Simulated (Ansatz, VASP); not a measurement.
# Two plane-wave programs on PdI

Contents of INCAR:

```
SYSTEM = PdI
PREC     = Accurate       ! precision mode
ENCUT    = 500            ! plane-wave cutoff, eV
EDIFF    = 1E-7           ! SCF threshold, eV
ISMEAR   = 0              ! smearing method
SIGMA    = 0.1            ! smearing width, eV
LREAL    = .False.        ! projectors in reciprocal space
LASPH    = .True.         ! aspherical terms in the spheres
NELM     = 120            ! most SCF steps
ALGO     = Normal         ! electronic algorithm
ISIF     = 3              ! what is computed and relaxed
LWAVE    = .False.        ! write WAVECAR
LCHARG   = .False.        ! write CHGCAR
GGA      = PE             ! functional
IBRION   = 2              ! ionic algorithm
NSW      = 90             ! ionic steps
EDIFFG   = -0.04          ! ionic threshold
GGA_COMPAT= .False.      
NELMIN   = 4
```

Contents of KPOINTS:

```
Automatic mesh
0
Gamma
  6 6 4
  0 0 0
```

The input POSCAR:

```
PdI
1.0
    3.5651757486      0.0000000000      0.0000000000
    0.0000000000      3.5651757486      0.0000000000
    0.0000000000      0.0000000000      4.6729267848
Pd I
1 1
Direct
    0.5000000000      0.5000000000      0.5000000000
    0.0000000000      0.0000000000      0.0000000000
```

Input for Ansatz:

```yaml
crystal:
  lattice:
    - [3.5651757486, 0.0, 0.0]
    - [0.0, 3.5651757486, 0.0]
    - [0.0, 0.0, 4.6729267848]
  atoms:
    - { symbol: Pd, position: [0.5, 0.5, 0.5] }
    - { symbol: I, position: [0.0, 0.0, 0.0] }
basis:
  ecutwfc: 420
kpoints:
  mp_grid: { grid: [6, 6, 4] }
hamiltonian:
  xc: pbe
scf:
  occupations: { method: gaussian, width: 0.1 }
  lower_state_search: "off"
output:
  forces: true
  stress: true
  eigenvalues: true
relax:
  adjacent_minimum: "off"
  f_tol: 0.04
  max_steps: 70
  cell: { stress_tol: 0.4 }
```

Alike in both runs: task relaxation of cell and atoms; functional PBE; k mesh 6 × 6 × 4; occupations gaussian, width 0.1 eV; no spin polarisation.

```csv
,VASP,Ansatz
version,VASP 6.6.1,Ansatz 0.2.0
potentials or method,"VASP PAW PBE potentials, release 64 (Pd, I), cutoff 500 eV","scalar-relativistic, plane waves, PAW"
valence electrons in the cell,17,35
```

|  | VASP | Ansatz | Ansatz less VASP |
| --- | --- | --- | --- |
| gap on the k mesh at the Fermi level, each at its own relaxed structure (eV) | none | none | - |
| relaxed volume (Å³/atom) | 22.63 | 22.80 | +0.169 |
| relaxed cell length with the largest relative difference (Å) | 3.143 | 3.548 | +0.4050 |

A gap of «none» marks a metal or a gap that the smearing closes. One of these differences is far larger than is usual between the two programs; its cause wasn't traced. VASP's potentials hold 17 valence electrons a cell and Ansatz's 35, so a difference there can come from the potentials and not from the codes.

Neither program's run includes spin-orbit coupling. Noted on VASP's run: the volume moved by over 15 % at a fixed basis, so the end points are rough.
